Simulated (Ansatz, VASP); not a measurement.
**SrV in VASP and in Ansatz**

INCAR

```
PREC = Accurate
ENCUT = 520
EDIFF = 1E-7
ISMEAR = -1
SIGMA = 0.05
LREAL = False
LASPH = True
NELM = 150
ALGO = Fast
ISIF = 2
LWAVE = False
LCHARG = False
ISPIN = 2
MAGMOM = 0 2
LORBIT = 11
LMAXMIX = 4
GGA = PE
NBANDS = 22
```

Contents of KPOINTS:

```
Automatic mesh
0
Gamma
  8 8 8
```

POSCAR

```
SrV
1.0
    0.0000000000      2.7957652800      2.7957652800
    2.7957652800      0.0000000000      2.7957652800
    2.7957652800      2.7957652800      0.0000000000
Sr V
1 1
Direct
    0.0000000000      0.0000000000      0.0000000000
    0.5000000000      0.5000000000      0.5000000000
```

The input input.yaml:

```yaml
crystal:
  lattice:
    - [0.0, 2.79576528, 2.79576528]
    - [2.79576528, 0.0, 2.79576528]
    - [2.79576528, 2.79576528, 0.0]
  atoms:
    - { symbol: Sr, position: [0.0, 0.0, 0.0] }
    - { symbol: V, position: [0.5, 0.5, 0.5], spin: 2.0 }
kpoints:
  mp_grid: { grid: [8, 8, 8] }
scf:
  occupations: { method: fermi_dirac, width: 0.05 }
hamiltonian:
  xc: pbe
  pseudopotentials: { kind: all_electron, lapw: { basis_error: 0.001 } }
magnetization:
  spin_polarized: true
output:
  forces: true
  stress: true
  eigenvalues: true
  populations: true
```

Alike in both runs: task single point; functional PBE; k mesh 8 × 8 × 8; occupations fermi-dirac, width 0.05 eV; collinear spin.

```csv
,VASP,Ansatz
version,VASP 6.6.1,Ansatz 0.2.0
potentials or method,"VASP PAW PBE potentials, release 64 (Sr_sv, V_sv), cutoff 520 eV","all-electron LAPW, scalar-relativistic"
```

```tsv
	VASP	Ansatz	Ansatz less VASP
gap on the k mesh at the Fermi level (eV)	none	none	-
pressure (GPa)	19.9	19.4	-0.43
net moment per atom (μB)	1.51	1.51	0.000
size of the moment on the site where the two differ most (μB)	2.52	2.68	+0.168
```

Site moments also hang on the region over which each program counts them. A gap of «none» marks a metal or a gap that the smearing closes. Ansatz ran all-electron here, and VASP with PAW potentials.
